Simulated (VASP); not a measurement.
# Ti2VC3 in VASP: further runs

Runs on Ti2VC3. Level: PBE. Tasks: single point.

Program: VASP 6.6.1. These are calculated values, not measurements. Logs are shortened: lines on timing, memory, paths and dates and some standing lists are left out, and cuts for length are marked.

**1. The cell of the first run**

The cell holds a slab with vacuum, 6 atoms: a = 3.064 Å, b = 3.064 Å, c = 20.333 Å, α = 90.00°, β = 90.00°, γ = 90.00°.

**2. Single point, PBE**

Contents of INCAR:

```
SYSTEM = Ti2VC3
PREC = Accurate
ENCUT = 520
EDIFF = 1E-6
ISMEAR = -1
SIGMA = 0.05
LREAL = .FALSE.
LASPH = .TRUE.
NELM = 100
ALGO = Normal
ISIF = 2
LWAVE = .FALSE.
LCHARG = .TRUE.
LDIPOL = .TRUE.
IDIPOL = 3
DIPOL = 0.5 0.5 0.500
GGA = PE
LELF = .TRUE.
LVHAR = .TRUE.
LVACPOTAV = .TRUE.
NBANDS = 34
```

Contents of KPOINTS:

```
regular mesh
0
G
  13 13 1
  0 0 0
```

Contents of POSCAR:

```
Ti2VC3
1.0
    3.0637012665      0.0000000000      0.0000000000
    0.0000000000      3.0637012665      0.0000000000
    0.0000000000      0.0000000000     20.3327000000
V C Ti
1 3 2
Direct
    0.2500000000      0.2500000000      0.3973128661
    0.7500000000      0.7500000000      0.3923184609
    0.2500000000      0.2500000000      0.5000000003
    0.7500000000      0.7500000000      0.6076815387
    0.7500000000      0.7500000000      0.5000000003
    0.2500000000      0.2500000000      0.6026871337
```

Potentials or basis: VASP PAW PBE potentials, release 64 (V_sv, C, Ti_sv).

On the command line:

```
$ cat potpaw_PBE.64/V_sv/POTCAR potpaw_PBE.64/C/POTCAR potpaw_PBE.64/Ti_sv/POTCAR > POTCAR
$ mpirun -np 1 vasp_std > vasp.out
```

OUTCAR:

```text
SYSTEM = Ti2VC3
   PREC = Accurate
   ENCUT = 520
   EDIFF = 1E-6
   ISMEAR = -1
   LREAL = .FALSE.
   LASPH = .TRUE.
   NELM = 100
   ISIF = 2
   GGA = PE

 ion  position               nearest neighbor table
   1  0.250  0.250  0.397-   3 2.09   2 2.17   2 2.17   2 2.17   2 2.17
   2  0.750  0.750  0.392-   1 2.17   1 2.17   1 2.17   1 2.17   5 2.19
   3  0.250  0.250  0.500-   6 2.09   1 2.09   5 2.17   5 2.17   5 2.17   5 2.17
   4  0.750  0.750  0.608-   6 2.17   6 2.17   6 2.17   6 2.17   5 2.19
   5  0.750  0.750  0.500-   3 2.17   3 2.17   3 2.17   3 2.17   4 2.19   2 2.19
   6  0.250  0.250  0.603-   3 2.09   4 2.17   4 2.17   4 2.17   4 2.17

  LATTYP: Found a simple tetragonal cell.
 ALAT       =     3.0637012665
 C/A-ratio  =     6.6366457534

  Lattice vectors:

 A1 = (   3.0637012665,   0.0000000000,   0.0000000000)
 A2 = (   0.0000000000,   3.0637012665,   0.0000000000)
 A3 = (   0.0000000000,   0.0000000000,  20.3327000000)

Analysis of symmetry for initial positions (statically):
=====================================================================
 Subroutine PRICEL returns:
 Original cell was already a primitive cell.

 Routine SETGRP: Setting up the symmetry group for a
 simple tetragonal supercell.

 Subroutine GETGRP returns: Found  8 space group operations
 (whereof  2 operations were pure point group operations)
 out of a pool of 16 trial point group operations.

The static configuration has the point symmetry C_1h.
 The point group associated with its full space group is C_4v.

Analysis of symmetry for dynamics (positions and initial velocities):
=====================================================================
 Subroutine PRICEL returns:
 Original cell was already a primitive cell.

 Routine SETGRP: Setting up the symmetry group for a
 simple tetragonal supercell.

 Subroutine GETGRP returns: Found  8 space group operations
 (whereof  2 operations were pure point group operations)
 out of a pool of 16 trial point group operations.

The dynamic configuration has the point symmetry C_1h.
 The point group associated with its full space group is C_4v.

 Subroutine INISYM returns: Found  8 space group operations
 (whereof  2 operations are pure point group operations),
 and found     1 'primitive' translations

----------------------------------------------------------------------------------------

                                     Primitive cell

  volume of cell :     190.8481

  direct lattice vectors                    reciprocal lattice vectors
     3.063701266  0.000000000  0.000000000     0.326402581  0.000000000  0.000000000
     0.000000000  3.063701266  0.000000000     0.000000000  0.326402581  0.000000000
     0.000000000  0.000000000 20.332700000     0.000000000  0.000000000  0.049181860

  length of vectors
     3.063701266  3.063701266 20.332700000     0.326402581  0.326402581  0.049181860

  position of ions in fractional coordinates (direct lattice)
     0.250000000  0.250000000  0.397312866
     0.750000000  0.750000000  0.392318461
     0.250000000  0.250000000  0.500000000
     0.750000000  0.750000000  0.607681539
     0.750000000  0.750000000  0.500000000
     0.250000000  0.250000000  0.602687134

  ion indices of the primitive-cell ions
   primitive index   ion index
                 1           1
                 2           2
                 3           3
                 4           4
                 5           5
                 6           6

----------------------------------------------------------------------------------------

 KPOINTS: regular mesh

Automatic generation of k-mesh.
 Grid dimensions read from file:
 generate k-points for:   13   13    1

 Generating k-lattice:

  Cartesian coordinates                     Fractional coordinates (reciprocal lattice)
     0.025107891  0.000000000  0.000000000     0.076923077  0.000000000  0.000000000
     0.000000000  0.025107891  0.000000000     0.000000000  0.076923077  0.000000000
     0.000000000  0.000000000  0.049181860     0.000000000  0.000000000  1.000000000

  Length of vectors
     0.025107891  0.025107891  0.049181860

  Shift w.r.t. Gamma in fractional coordinates (k-lattice)
     0.000000000  0.000000000  0.000000000

 Subroutine IBZKPT returns following result:
 ===========================================

 Found     28 irreducible k-points:

 Following reciprocal coordinates:
            Coordinates               Weight
  0.000000  0.000000  0.000000      1.000000
  0.076923  0.000000  0.000000      4.000000
  0.153846  0.000000  0.000000      4.000000
  0.230769  0.000000  0.000000      4.000000
  0.307692  0.000000  0.000000      4.000000
  0.384615  0.000000  0.000000      4.000000
[... 16 lines left out ...]
  0.307692  0.307692  0.000000      4.000000
  0.384615  0.307692  0.000000      8.000000
 [... further k-points ...]
   k-points           NKPTS =     28   k-points in BZ     NKDIM =     28   number of bands    NBANDS=     34
   number of dos      NEDOS =    301   number of ions     NIONS =      6
   total plane-waves  NPLWV =  92160
   dimension x,y,z NGX =    24 NGY =   24 NGZ =  160
   dimension x,y,z NGXF=    48 NGYF=   48 NGZF=  320
   ions per type =               1   3   2
   NGX,Y,Z   is equivalent  to a cutoff of  13.02, 13.02, 13.08 a.u.
   NGXF,Y,Z  is equivalent  to a cutoff of  26.05, 26.05, 26.16 a.u.
 SYSTEM =  Ti2VC3
   PREC   = accura    normal or accurate (medium, high low for compatibility)
   ISTART =      0    job   : 0-new  1-cont  2-samecut
   ICHARG =      2    charge: 1-file 2-atom 10-const
   ISPIN  =      1    spin polarized calculation?
   LNONCOLLINEAR =      F non collinear calculations
   LSORBIT =      F    spin-orbit coupling
   LASPH  =      T    aspherical Exc in radial PAW
   ENCUT  =  520.0 eV  38.22 Ry    6.18 a.u.   5.70  5.70 37.81*2*pi/ulx,y,z
   NELM   =    100;   NELMIN=  2; NELMDL= -5     # of ELM steps
   EDIFF  = 0.1E-05   stopping-criterion for ELM
   LREAL  =      F    real-space projection
   EDIFFG = 0.1E-04   stopping-criterion for IOM
   NSW    =      0    number of steps for IOM
   IBRION =     -1    ionic relax: 0-MD 1-quasi-New 2-CG
   NFREE  =      0    steps in history (QN), initial steepest desc. (CG)
   ISIF   =      2    stress and relaxation
   ISYM   =      2    0-nonsym 1-usesym 2-fastsym
   POTIM  = 0.5000    time-step for ionic-motion
   TEBEG  =    0.0;   TEEND  =   0.0 temperature during run
   PSTRESS=    0.0 pullay stress
   NELECT =      49.0000    total number of electrons
   NUPDOWN=      -1.0000    fix difference up-down
   EMIN   =  10.00;   EMAX   =-10.00  energy-range for DOS
   EFERMI =   0.00;   METHOD = LEGACY
   ISMEAR =    -1;   SIGMA  =   0.05  broadening in eV -4-tet -1-fermi 0-gaus
   EFERMI_NEDOS =   21; number of points for ismear=-14 and -15
   IALGO  =     38    algorithm
   IMIX   =      4    mixing-type and parameters
     AMIX     =   0.40;   BMIX     =  1.00
     AMIX_MAG =   1.60;   BMIX_MAG =  1.00
  volume/ion in A,a.u.               =      31.81       214.65
  Fermi-wavevector in a.u.,A,eV,Ry     =   1.040505  1.966270 14.730360  1.082651
  Thomas-Fermi vector in A             =   2.175084
   LORBIT       =      0    0 simple, 1 ext, 2 COOP (PROOUT), +10 PAW based schemes
   GGA     = PE    functional components
   LHFCALC =     F    Hartree Fock is set to
   AEXX    =    0.0000 exact exchange contribution
   IVDW    =     0    specifies the selected vdW correction
   LEPSILON=     F    determine dielectric tensor
   LRPA    =     F    only Hartree local field effects (RPA)
 non-spin polarized calculation
  energy-cutoff  :      520.00
  volume of cell :      190.85
 maximum number of plane-waves:      5178
 NGX is ok and might be reduce to    24
   NGX = 11   NGY = 11   NGZ = 75

 dipolmoment           0.000000      0.000000     -0.536288 electrons x Angstroem

 number of electron      49.0000012 magnetization

 dipolmoment           0.000000      0.000000      0.005408 electrons x Angstroem

 Free energy of the ion-electron system (eV)
  ---------------------------------------------------
  ext. energy  EPLUGINS =         0.00000000
  ---------------------------------------------------
  free energy    TOTEN  =       -54.47814186 eV

  energy without entropy =      -54.45856142  energy(sigma->0) =      -54.46835164

 E-fermi :   0.2587     XC(G=0):  -4.9146

 val. band max:        0.2103662160   @ k =   0.2308   0.1538   0.0000
 cond. band min:       0.3063429284   @ k =   0.3846   0.1538   0.0000
 fundamental gap:      0.0959767125
 Fermi energy:         0.2587221692

 k-point     1 :       0.0000    0.0000    0.0000
  band No.  band energies     occupation
      1     -64.6680      2.00000
      2     -56.5513      2.00000
      3     -56.3579      2.00000
      4     -38.5289      2.00000
      5     -38.4031      2.00000
      6     -38.4031      2.00000
[... 26 lines left out ...]
     33       2.7444      0.00000
     34       2.9445      0.00000

 k-point     2 :       0.0769    0.0000    0.0000
  band No.  band energies     occupation
      1     -64.6673      2.00000
      2     -56.5496      2.00000
      3     -56.3568      2.00000
      4     -38.5282      2.00000
      5     -38.4112      2.00000
      6     -38.4020      2.00000
[... 26 lines left out ...]
     33       2.9265      0.00000
     34       3.0440      0.00000

 k-point     3 :       0.1538    0.0000    0.0000
  band No.  band energies     occupation
      1     -64.6654      2.00000
      2     -56.5450      2.00000
      3     -56.3538      2.00000
      4     -38.5262      2.00000
      5     -38.4336      2.00000
      6     -38.3992      2.00000
[... 26 lines left out ...]
     33       2.9148      0.00000
     34       3.5167      0.00000
[... 704 lines left out ...]
 k-point    23 :       0.3077    0.3077    0.0000
  band No.  band energies     occupation
      1     -64.6519      2.00000
      2     -56.5141      2.00000
      3     -56.3303      2.00000
      4     -38.5115      2.00000
      5     -38.4858      2.00000
      6     -38.4835      2.00000
[... 26 lines left out ...]
     33       3.6067      0.00000
     34       3.7953      0.00000

 k-point    24 :       0.3846    0.3077    0.0000
  band No.  band energies     occupation
      1     -64.6496      2.00000
      2     -56.5090      2.00000
      3     -56.3260      2.00000
      4     -38.5117      2.00000
      5     -38.5089      2.00000
      6     -38.4806      2.00000
[... 26 lines left out ...]
     33       3.6286      0.00000
     34       3.9595      0.00000

 [... further k-points ...]

------------------------ aborting loop because EDIFF is reached ----------------------------------------

  FORCE on cell =-STRESS in cart. coord.  units (eV):
  Direction    XX          YY          ZZ          XY          YZ          ZX
  --------------------------------------------------------------------------------------
  -------------------------------------------------------------------------------------
  Total       -8.0622310     -8.0622310     -3.2227958      0.0000000      0.0000000      0.0000000
  in kB      -67.6827403    -67.6827403    -27.0554949      0.0000000      0.0000000      0.0000000
  external PRESSURE =     -54.1403251 kB  Pullay stress =       0.0000000 kB

 VOLUME and BASIS-vectors are now :
 -----------------------------------------------------------------------------
  energy-cutoff  :      520.00
  volume of cell :      190.85
      direct lattice vectors                 reciprocal lattice vectors
     3.063701266  0.000000000  0.000000000     0.326402581  0.000000000  0.000000000
     0.000000000  3.063701266  0.000000000     0.000000000  0.326402581  0.000000000
     0.000000000  0.000000000 20.332700000     0.000000000  0.000000000  0.049181860

 POSITION                                       TOTAL-FORCE (eV/Angst)
 -----------------------------------------------------------------------------------
      0.76593      0.76593      8.07844        -0.000000     -0.000000      1.739532
      2.29778      2.29778      7.97689         0.000000     -0.000000     -0.331507
      0.76593      0.76593     10.16635         0.000000      0.000000     -1.068283
      2.29778      2.29778     12.35581         0.000000     -0.000000      0.235822
      2.29778      2.29778     10.16635        -0.000000     -0.000000     -0.192190
      0.76593      0.76593     12.25426         0.000000     -0.000000     -0.383374
 -----------------------------------------------------------------------------------
    total drift:                                0.000000      0.000000      0.000541

  FREE ENERGIE OF THE ION-ELECTRON SYSTEM (eV)
  ---------------------------------------------------
  free  energy   TOTEN  =       -54.4781418577 eV

  energy  without entropy=      -54.4585614168  energy(sigma->0) =      -54.46835164

 vacuum level on the upper side and lower side of the slab         4.425         4.320
```

Run time: 11 min. Hardware: 1 thread of Intel Xeon 8259CL, shared host; peak memory 0.39 GiB.

What came out:

| Item | Value |
| --- | --- |
| Free energy | -54.4781 eV |
| Largest force | 1.740 eV/Å |
| Band gap on the k mesh | zero (an odd number of electrons rules out a gap without spin polarisation) |

Forces on the atoms (eV/Å):
```
V    0.000  0.000  1.740
C    0.000  0.000 -0.332
C    0.000  0.000 -1.068
C    0.000  0.000  0.236
Ti   0.000  0.000 -0.192
Ti   0.000  0.000 -0.383
```

Levels at points of the mesh, in eV from the Fermi level:
| k point | band 22 | band 23 | band 24 | band 25 | band 26 | band 27 |
| --- | --- | --- | --- | --- | --- | --- |
| (0.00, 0.00, 0.00) | -0.84 | -0.18 | -0.18 | 0.19 | 0.39 | 0.39 |

**3. Single point, PBE**

Contents of INCAR:

```
  ALGO = Normal
  DIPOL = 0.5 0.5 0.500
  EDIFF = 1E-6
  ENCUT = 520
  GGA = PE
  IDIPOL = 3
  ISIF = 2
  ISMEAR = -1
  LASPH = True
  LCHARG = True
  LDIPOL = True
  LELF = True
  LREAL = False
  LVACPOTAV = True
  LVHAR = True
  LWAVE = False
  NBANDS = 34
  NELM = 80
  PREC = Accurate
  SIGMA = 0.05
```

Contents of KPOINTS:

```
k-points
0
Gamma
  13 13 1
```

POSCAR is that of step 2.

Potentials or basis: VASP PAW PBE potentials, release 64 (V_sv, C, Ti_sv).

On the command line:

```
$ cat potpaw_PBE.64/V_sv/POTCAR potpaw_PBE.64/C/POTCAR potpaw_PBE.64/Ti_sv/POTCAR > POTCAR
$ mpirun -np 1 vasp_std > vasp.out
```

Wall time 9.4 min (1 thread of Intel Xeon 8259CL, shared host); peak memory 0.4 GiB.

Results (log left out):

```yaml
Free_energy: -54.4781 eV
Largest_force: 1.740 eV/Å
Band_gap_on_the_k_mesh: zero (an odd number of electrons rules out a gap without spin polarisation)
```

Forces on the atoms (eV/Å):
```
V    0.000  0.000  1.740
C    0.000  0.000 -0.332
C    0.000  0.000 -1.068
C    0.000  0.000  0.236
Ti   0.000  0.000 -0.192
Ti   0.000  0.000 -0.383
```

Levels at points of the mesh, in eV from the Fermi level:
```
           k point  band 20  band 21  band 22  band 23  band 24  band 25  band 26  band 27  band 28  band 29
(0.00, 0.00, 0.00)    -0.99    -0.84    -0.84    -0.18    -0.18     0.19     0.39     0.39     0.42     0.69
```

The gap in the log of VASP goes by the Fermi energy; the results here count the filled bands.